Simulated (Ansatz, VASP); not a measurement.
**BAs: VASP beside Ansatz**

File INCAR:

```
PREC = Accurate ; ENCUT = 520
EDIFF = 1E-8 ; ISMEAR = -1
SIGMA = 0.01 ; LREAL = F
LASPH = T ; NELM = 100
ALGO = Normal ; ISIF = 2
LWAVE = F ; LCHARG = F
GGA = CA ; LEFG = T
NBANDS = 11
```

File KPOINTS:

```
Automatic mesh
0
Gamma
  11 11 11
```

POSCAR

```
BAs
1.0
    0.0000000000      2.4096270000      2.4096270000
    2.4096270000      0.0000000000      2.4096270000
    2.4096270000      2.4096270000      0.0000000000
B As
1 1
Direct
    0.7500000000      0.7500000000      0.7500000000
    0.0000000000      0.0000000000      0.0000000000
```

Input for Ansatz:

```yaml
crystal:
  lattice:
    - [0.0, 2.409627, 2.409627]
    - [2.409627, 0.0, 2.409627]
    - [2.409627, 2.409627, 0.0]
  atoms:
    - { symbol: B, position: [0.75, 0.75, 0.75] }
    - { symbol: As, position: [0.0, 0.0, 0.0] }
kpoints:
  mp_grid: { grid: [11, 11, 11] }
  band_path:
    path:
      - [0.0, 0.0, 0.0]
      - [-0.5, -0.5, 0.0]
      - [-0.375, -0.375, 0.25]
      - [-0.375, 0.0, 0.375]
      - [0.0, 0.0, 0.0]
      - [0.0, 0.0, 0.5]
      - [-0.5, -0.25, 0.25]
      - [-0.5, -0.5, 0.0]
    npoints: 8
scf:
  occupations: { method: fermi_dirac, width: 0.01 }
hamiltonian:
  xc: lda
  pseudopotentials: { kind: all_electron, datasets: crystal }
output:
  forces: true
  stress: true
  eigenvalues: true
  efg: { contact_densities: true }
```

Alike in both runs: task electric field gradients; functional LDA; k mesh 11 × 11 × 11; occupations fermi-dirac, width 0.01 eV; no spin polarisation.

|  | VASP | Ansatz |
| --- | --- | --- |
| version | VASP 6.6.1 | Ansatz 0.2.0 |
| potentials or method | VASP PAW LDA potentials, release 64 (B, As), cutoff 520 eV | all-electron PAW with datasets made for the crystal, scalar-relativistic |

Ansatz gave:

| Property | Result |
| --- | --- |
| gap on the k mesh at the Fermi level (eV) | 1.18 |
| pressure (GPa) | -7.2 |

Question: Estimate VASP's values.

Answer: gap on the k mesh at the Fermi level (eV): 1.17; pressure (GPa): -6.5.

LDA's correlation is that of Perdew and Zunger in VASP and of Perdew and Wang (1992) in Ansatz. Ansatz ran all-electron here, and VASP with PAW potentials.
